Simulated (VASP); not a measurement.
P: single point with PBEsol

The system is P.

```
CELL_PARAMETERS angstrom
4.27290 0.00000 0.00000
0.00000 4.27290 0.00000
0.00000 0.00000 4.59690
ATOMIC_POSITIONS crystal
P 0.00000 0.00000 0.00000
```

This cell differs from its parent crystal: strain +0.000 along x and y, +0.050 along z.

- Program: VASP 6.6.1
- Task: single point
- Functional: PBEsol
- Potentials or basis: VASP PAW PBE potentials, release 64 (P)
- Cutoff: 520 eV
- k mesh: 12 × 12 × 12
- Occupations: gaussian, width 0.15 eV
- Spin: no spin polarisation

```yaml
Pressure: -3.5 GPa
```

Stress tensor (GPa, compression positive):
```
-3.85  0.00  0.00
 0.00 -3.85  0.00
 0.00  0.00 -2.66
```

Levels at points of the mesh, in eV from the Fermi level:
```csv
k point,band 1,band 2,band 3,band 4,band 5,band 6
"(0.00, 0.00, 0.00)",-8.71,0.28,0.58,0.58,4.58,7.35
"(0.50, 0.00, 0.00)",-8.54,-0.80,0.45,0.72,6.45,7.48
"(0.50, 0.50, 0.00)",-8.38,-0.50,-0.50,0.59,5.92,8.05
"(0.00, 0.00, 0.50)",-8.61,-0.67,0.66,0.66,6.34,7.23
"(0.50, 0.00, 0.50)",-8.45,-0.61,-0.37,0.79,5.88,8.02
"(0.50, 0.50, 0.50)",-8.30,-0.35,-0.35,-0.12,6.75,7.03
```

It took 28 s on 1 thread of Intel(R) Xeon(R) 6975P-C (Granite Rapids), with other jobs on the host, peak memory 0.25 GiB.

Caveat: the cell differs from its parent crystal (strain +0.000 along x and y, +0.050 along z); the PAW data sets were made with another functional, which shifts forces and pressure a little.
